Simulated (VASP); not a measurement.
ZnS, 8 atoms in the cell. It takes space group P3m1 (No. 156, trigonal). The conventional cell has a = 3.823 Å, b = 3.823 Å, c = 12.520 Å, α = 90.00°, β = 90.00°, γ = 120.00°. Zn (site symmetry 3m) has 4 S at 2.34 to 2.35 Å within 3.1 Å. Within 3.1 Å of Zn (site symmetry 3m) lie 4 S at 2.34 to 2.35 Å. Within 2.6 Å of Zn (site symmetry 3m) lie 4 S at 1.90 to 2.53 Å. Zn (site symmetry 3m) has 4 S at 2.34 to 2.35 Å within 3.1 Å. Within 3.1 Å of S (site symmetry 3m) lie 4 Zn at 2.35 to 2.53 Å. Within 3.1 Å of S (site symmetry 3m) lie 4 Zn at 2.34 to 2.35 Å. Within 2.5 Å of S (site symmetry 3m) lie 4 Zn at 1.90 to 2.34 Å. S (site symmetry 3m) has 4 Zn at 2.34 to 2.35 Å within 3.1 Å.  This cell differs from its parent crystal: atom 3 (Zn) moved +0.450 Å along Cartesian [0 0 1].

- Program: VASP 6.6.1
- Task: single point
- Functional: PBE
- Potentials or basis: VASP PAW PBE potentials, release 64 (Zn, S)
- Cutoff: 520 eV
- k mesh: 12 × 12 × 4
- Occupations: gaussian, width 0.05 eV
- Spin: no spin polarisation
- Dipole correction: no
- Further INCAR settings: ALGO = Normal; EDIFF = 1e-06; NBANDS = 46

Potentials or basis: VASP PAW PBE potentials, release 64 (Zn, S).

Run with:

```console
$ cat potpaw_PBE.64/Zn/POTCAR potpaw_PBE.64/S/POTCAR > POTCAR
$ mpirun -np 1 vasp_std > vasp.out
```

Hardware: 1 thread of AMD EPYC 7R13 Processor (Zen 3), with other jobs on the host.

Problem. Estimate the wall time of this run.

Solution. Wall time 6.4 min on 1 thread of AMD EPYC 7R13 Processor (Zen 3), with other jobs on the host, peak memory 0.47 GiB. Counts: scf iterations 16, k points 69.
